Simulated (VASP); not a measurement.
A run of VASP 6.6.1 is set up as follows.

File INCAR:

```
  ALGO = Fast
  EDIFF = 1E-7
  ENCUT = 520
  GGA = PE
  ISIF = 2
  ISMEAR = 0
  IVDW = 12
  LASPH = T
  LCHARG = F
  LREAL = F
  LWAVE = F
  NBANDS = 8
  NELM = 100
  PREC = Accurate
  SIGMA = 0.1
```

File KPOINTS:

```
k-points
0
Gamma
  18 18 18
```

POSCAR

```
Li
1.0
    0.0000000000      2.1091620690      2.1091620690
    2.1091620690      0.0000000000      2.1091620690
    2.1091620690      2.1091620690      0.0000000000
Li
1
Direct
    0.0000000000      0.0000000000      0.0000000000
```

Potentials or basis: VASP PAW PBE potentials, release 64 (Li_sv).

Run with:

```sh
$ cat potpaw_PBE.64/Li_sv/POTCAR > POTCAR
$ mpirun -np 1 vasp_std > vasp.out
```

(1) What does it give for the dispersion energy per atom?

## Answers

(1) -0.183 eV.
